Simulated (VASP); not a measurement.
Write the native input for VASP 6.6.1 that does the following.

```
Task                   : single point
Functional             : PBE
Potentials or basis    : VASP PAW PBE potentials, release 64 (B, N)
Cutoff                 : 520 eV
k mesh                 : 6 × 6 × 6
Occupations            : gaussian, width 0.05 eV
Spin                   : no spin polarisation
Dipole correction      : no
Further INCAR settings : ALGO = Normal; EDIFF = 1e-06; NBANDS = 16
```

The structure of BN lies in POSCAR:

```
BN
1.0
    0.0000000000     -1.8123937734     -1.8123937734
   -1.8123937734      0.0000000000     -1.8123937734
    1.8123937734      1.8123937734     -3.6247875468
B N
2 2
Direct
    0.0000000000      0.0000000000      0.0000000000
    0.5000000000      0.5000000000      0.5000000000
    0.3750000000      0.3750000000      0.8750000000
    0.8750000000      0.8750000000      0.3750000000
```

The input as run:

INCAR

```
ALGO = Normal
EDIFF = 1E-6
ENCUT = 520
GGA = PE
ISIF = 2
ISMEAR = 0
LASPH = True
LCHARG = True
LELF = True
LREAL = False
LVHAR = True
LWAVE = False
NBANDS = 16
NELM = 100
PREC = Accurate
SIGMA = 0.05
```

KPOINTS

```
k-points
0
Gamma
  6 6 6
```

Potentials or basis: VASP PAW PBE potentials, release 64 (B, N).

The run is started by

```sh
$ cat potpaw_PBE.64/B/POTCAR potpaw_PBE.64/N/POTCAR > POTCAR
$ mpirun -np 1 vasp_std > vasp.out
```

Results of the run:

| Item | Value |
| --- | --- |
| Pressure | 0.2 GPa |
| Band gap on the k mesh | 4.45 eV |

Caveat: the k points lie up to 0.48 Å⁻¹ apart.

Wall time 6.8 s on 1 thread of AMD EPYC 9R45 96-Core Processor (Zen 5), on a shared host, peak memory 0.1 GiB.
